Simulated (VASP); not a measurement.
Input of a VASP 6.6.1 run:

The input INCAR:

```
  PREC = Accurate
  ENCUT = 520
  EDIFF = 1E-6
  ISMEAR = 0
  SIGMA = 0.05
  LREAL = F
  LASPH = T
  NELM = 80
  ALGO = Normal
  ISIF = 2
  LWAVE = F
  LCHARG = T
  GGA = PE
  LELF = T
  LVHAR = T
  NBANDS = 11
```

File KPOINTS:

```
regular mesh
0
Gamma
  12 12 12
```

Contents of POSCAR:

```
BP
1.0
    0.0000000000      2.1555328131      2.3358613059
    2.3358613059      0.0000000000      2.3358613059
    2.3358613059      2.1555328131      0.0000000000
B P
1 1
Direct
    0.0000000000      0.0000000000      0.0000000000
    0.7500000000      0.7500000000      0.7500000000
```

Potentials or basis: VASP PAW PBE potentials, release 64 (B, P).

Launch:

```console
$ cat potpaw_PBE.64/B/POTCAR potpaw_PBE.64/P/POTCAR > POTCAR
$ mpirun -np 1 vasp_std > vasp.out
```

(1) Predict the pressure.

(2) Estimate the band gap on the k mesh.

Answers

(1) -0.3 GPa.

(2) 0.08 eV (least direct gap 2.63 eV).
